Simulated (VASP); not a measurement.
# YN (Fm-3m) in VASP: a series of runs

YN is run at these levels: PBE; tasks: single point.

All numbers are computed with VASP 6.6.1; they aren't measurements. Logs are shortened: lines on timing, memory, paths and dates and some standing lists are left out, and cuts for length are marked.

### 1 The cell of the first run

Symmetry: Fm-3m, No. 225, cubic system. The conventional cell has a = 4.941 Å, b = 4.941 Å, c = 4.941 Å, α = 90.00°, β = 90.00°, γ = 90.00°. Within 3.3 Å of Y (site symmetry m-3m) lie 6 N at 2.47 Å. Within 3.3 Å of N (site symmetry m-3m) lie 6 Y at 2.47 Å.

### 2 Single point, PBE (volume scaled by 1.04)

The input, INCAR:

```
SYSTEM = YN
PREC     = Accurate       ! precision mode
ENCUT    = 600            ! plane-wave cutoff, eV
EDIFF    = 1E-6           ! SCF threshold, eV
ISMEAR   = -1             ! smearing method
SIGMA    = 0.03           ! smearing width, eV
LREAL    = .FALSE.        ! projectors in reciprocal space
LASPH    = .TRUE.         ! aspherical terms in the spheres
NELM     = 120            ! most SCF steps
ALGO     = Normal         ! electronic algorithm
ISIF     = 2              ! what is computed and relaxed
LWAVE    = .FALSE.        ! write WAVECAR
LCHARG   = .FALSE.        ! write CHGCAR
GGA      = PE             ! functional
NBANDS   = 15             ! bands
GGA_COMPAT= .FALSE.
```

The input, KPOINTS:

```
Automatic mesh
0
G
  9 9 9
  0 0 0
```

The input, POSCAR:

```
YN
1.0
    0.0000000000      2.4705892062      2.4705892062
    2.4705892062      0.0000000000      2.4705892062
    2.4705892062      2.4705892062      0.0000000000
Y N
1 1
Direct
    0.0000000000      0.0000000000      0.0000000000
    0.5000000000      0.5000000000      0.5000000000
```

Potentials or basis: VASP PAW PBE potentials, release 64 (Y_sv, N).

On the command line:

```console
$ cat potpaw_PBE.64/Y_sv/POTCAR potpaw_PBE.64/N/POTCAR > POTCAR
$ mpirun -np 1 vasp_std > vasp.out
```

OUTCAR:

```text
SYSTEM = YN
   PREC = Accurate
   ENCUT = 600
   EDIFF = 1E-6
   ISMEAR = -1
   LREAL = .FALSE.
   LASPH = .TRUE.
   NELM = 120
   ISIF = 2
   GGA = PE

 ion  position               nearest neighbor table
   1  0.000  0.000  0.000-   2 2.47   2 2.47   2 2.47   2 2.47   2 2.47   2 2.47
   2  0.500  0.500  0.500-   1 2.47   1 2.47   1 2.47   1 2.47   1 2.47   1 2.47

  LATTYP: Found a face centered cubic cell.
 ALAT       =     4.9411784124

  Lattice vectors:

 A1 = (   0.0000000000,   2.4705892062,   2.4705892062)
 A2 = (   2.4705892062,   0.0000000000,   2.4705892062)
 A3 = (   2.4705892062,   2.4705892062,   0.0000000000)

Analysis of symmetry for initial positions (statically):
=====================================================================
 Subroutine PRICEL returns:
 Original cell was already a primitive cell.

 Routine SETGRP: Setting up the symmetry group for a
 face centered cubic supercell.

 Subroutine GETGRP returns: Found 48 space group operations
 (whereof 48 operations were pure point group operations)
 out of a pool of 48 trial point group operations.

The static configuration has the point symmetry O_h .

Analysis of symmetry for dynamics (positions and initial velocities):
=====================================================================
 Subroutine PRICEL returns:
 Original cell was already a primitive cell.

 Routine SETGRP: Setting up the symmetry group for a
 face centered cubic supercell.

 Subroutine GETGRP returns: Found 48 space group operations
 (whereof 48 operations were pure point group operations)
 out of a pool of 48 trial point group operations.

The dynamic configuration has the point symmetry O_h .

 Subroutine INISYM returns: Found 48 space group operations
 (whereof 48 operations are pure point group operations),
 and found     1 'primitive' translations

----------------------------------------------------------------------------------------

                                     Primitive cell

  volume of cell :      30.1600

  direct lattice vectors                    reciprocal lattice vectors
     0.000000000  2.470589206  2.470589206    -0.202380873  0.202380873  0.202380873
     2.470589206  0.000000000  2.470589206     0.202380873 -0.202380873  0.202380873
     2.470589206  2.470589206  0.000000000     0.202380873  0.202380873 -0.202380873

  length of vectors
     3.493940762  3.493940762  3.493940762     0.350533954  0.350533954  0.350533954

  position of ions in fractional coordinates (direct lattice)
     0.000000000  0.000000000  0.000000000
[... 77 lines left out ...]
   NELM   =    120;   NELMIN=  2; NELMDL= -5     # of ELM steps
   EDIFF  = 0.1E-05   stopping-criterion for ELM
   LREAL  =      F    real-space projection
[... 7 lines left out ...]
   TEBEG  =    0.0;   TEEND  =   0.0 temperature during run
   PSTRESS=    0.0 pullay stress
   NELECT =      16.0000    total number of electrons
   NUPDOWN=      -1.0000    fix difference up-down
   EMIN   =  10.00;   EMAX   =-10.00  energy-range for DOS
   EFERMI =   0.00;   METHOD = LEGACY
   ISMEAR =    -1;   SIGMA  =   0.03  broadening in eV -4-tet -1-fermi 0-gaus
   EFERMI_NEDOS =   21; number of points for ismear=-14 and -15
   IALGO  =     38    algorithm
   IMIX   =      4    mixing-type and parameters
     AMIX     =   0.40;   BMIX     =  1.00
     AMIX_MAG =   1.60;   BMIX_MAG =  1.00
  volume/ion in A,a.u.               =      15.08       101.76
  Fermi-wavevector in a.u.,A,eV,Ry     =   1.325270  2.504397 23.896455  1.756340
  Thomas-Fermi vector in A             =   2.454743
   LORBIT       =      0    0 simple, 1 ext, 2 COOP (PROOUT), +10 PAW based schemes
   GGA     = PE    functional components
   LHFCALC =     F    Hartree Fock is set to
   AEXX    =    0.0000 exact exchange contribution
   IVDW    =     0    specifies the selected vdW correction
   LEPSILON=     F    determine dielectric tensor
   LRPA    =     F    only Hartree local field effects (RPA)
 non-spin polarized calculation
  energy-cutoff  :      600.00
  volume of cell :       30.16
 maximum number of plane-waves:      1018
   NGX = 13   NGY = 13   NGZ = 13

 number of electron      16.0000000 magnetization

 Free energy of the ion-electron system (eV)
  ---------------------------------------------------
  ext. energy  EPLUGINS =         0.00000000
  ---------------------------------------------------
  free energy    TOTEN  =       -18.22289545 eV

  energy without entropy =      -18.22286689  energy(sigma->0) =      -18.22288117

 E-fermi :   4.1039     XC(G=0): -11.0932

 val. band max:        3.9648593664   @ k =   0.0000   0.0000   0.0000
 cond. band min:       4.2637550809   @ k =   0.4444   0.4444   0.0000
 fundamental gap:      0.2988957145
 Fermi energy:         4.1038757862

 k-point     1 :       0.0000    0.0000    0.0000
  band No.  band energies     occupation
      1     -37.0073      2.00000
      2     -16.6751      2.00000
      3     -16.6751      2.00000
      4     -16.6751      2.00000
      5      -8.8672      2.00000
      6       3.9649      1.98075
      7       3.9649      1.98075
      8       3.9649      1.98075
      9       7.0542      0.00000
     10       7.0542      0.00000
     11       7.0542      0.00000
     12       7.8299      0.00000
     13       8.9548      0.00000
     14       8.9548      0.00000
[... 401 lines left out ...]
      2     -17.4184      2.00000
      3     -16.9576      2.00000
      4     -16.9576      2.00000
      5      -8.3817      2.00000
      6       2.2619      2.00000
      7       3.5368      2.00000
      8       3.5368      2.00000
      9       4.2638      0.00965
     10      10.5473      0.00000
     11      10.7555      0.00000
     12      11.5347      0.00000
     13      11.5347      0.00000
     14      13.8825      0.00000
     15      15.3694      0.00000

 [... further k-points ...]
[... 5 lines left out ...]
  --------------------------------------------------------------------------------------
  -------------------------------------------------------------------------------------
  Total       -0.6542981     -0.6542981     -0.6542981     -0.0000000      0.0000000     -0.0000000
  in kB      -34.7579868    -34.7579868    -34.7579868     -0.0000000      0.0000000     -0.0000000
  external PRESSURE =     -34.7579868 kB  Pullay stress =       0.0000000 kB

 VOLUME and BASIS-vectors are now :
 -----------------------------------------------------------------------------
  energy-cutoff  :      600.00
  volume of cell :       30.16
      direct lattice vectors                 reciprocal lattice vectors
     0.000000000  2.470589206  2.470589206    -0.202380873  0.202380873  0.202380873
     2.470589206  0.000000000  2.470589206     0.202380873 -0.202380873  0.202380873
     2.470589206  2.470589206  0.000000000     0.202380873  0.202380873 -0.202380873

 POSITION                                       TOTAL-FORCE (eV/Angst)
 -----------------------------------------------------------------------------------
      0.00000      0.00000      0.00000        -0.000000     -0.000000     -0.000000
      2.47059      2.47059      2.47059         0.000000      0.000000      0.000000
 -----------------------------------------------------------------------------------
    total drift:                                0.000000      0.000000      0.000000

  FREE ENERGIE OF THE ION-ELECTRON SYSTEM (eV)
  ---------------------------------------------------
  free  energy   TOTEN  =       -18.2228954534 eV

  energy  without entropy=      -18.2228668917  energy(sigma->0) =      -18.22288117
```

Wall time 30 s (1 thread of Intel Xeon 8259CL, shared host); peak memory 0.18 GiB.

What came out:

| Quantity | Value |
| --- | --- |
| Free energy | -18.2229 eV |
| Pressure | -3.5 GPa |
| Band gap on the k mesh | 0.30 eV, indirect (least direct gap 0.73 eV) |

 A k mesh can miss the band edges.

### 3 Single point, PBE (volume scaled by 1.06)

The input, INCAR:

```
PREC = Accurate ; ENCUT = 600
EDIFF = 1E-6 ; ISMEAR = -1
SIGMA = 0.03 ; LREAL = False
LASPH = True ; NELM = 120
ALGO = Normal ; ISIF = 2
LWAVE = False ; LCHARG = False
GGA = PE ; NBANDS = 15
GGA_COMPAT = False
```

The input, KPOINTS:

```
regular mesh
0
Gamma
  9 9 9
```

The input, POSCAR:

```
YN
1.0
    0.0000000000      2.4863258675      2.4863258675
    2.4863258675      0.0000000000      2.4863258675
    2.4863258675      2.4863258675      0.0000000000
Y N
1 1
Direct
    0.0000000000      0.0000000000      0.0000000000
    0.5000000000      0.5000000000      0.5000000000
```

Potentials or basis: VASP PAW PBE potentials, release 64 (Y_sv, N).

On the command line:

```console
$ cat potpaw_PBE.64/Y_sv/POTCAR potpaw_PBE.64/N/POTCAR > POTCAR
$ mpirun -np 1 vasp_std > vasp.out
```

It took 35 s on 1 thread of Intel Xeon 8259CL, shared host; peak memory 0.18 GiB.

It converged, with:

```
Free energy            : -18.2060 eV
Pressure               : -6.1 GPa
Band gap on the k mesh : 0.33 eV, indirect (least direct gap 0.77 eV)
```

Levels at points of the mesh, in eV from the valence-band top:
```
           k point  band 4  band 5  band 6  band 7  band 8  band 9  band 10  band 11  band 12  band 13
(0.00, 0.00, 0.00)  -20.74  -12.78    0.00    0.00    0.00    3.06     3.06     3.06     3.70     4.91
```
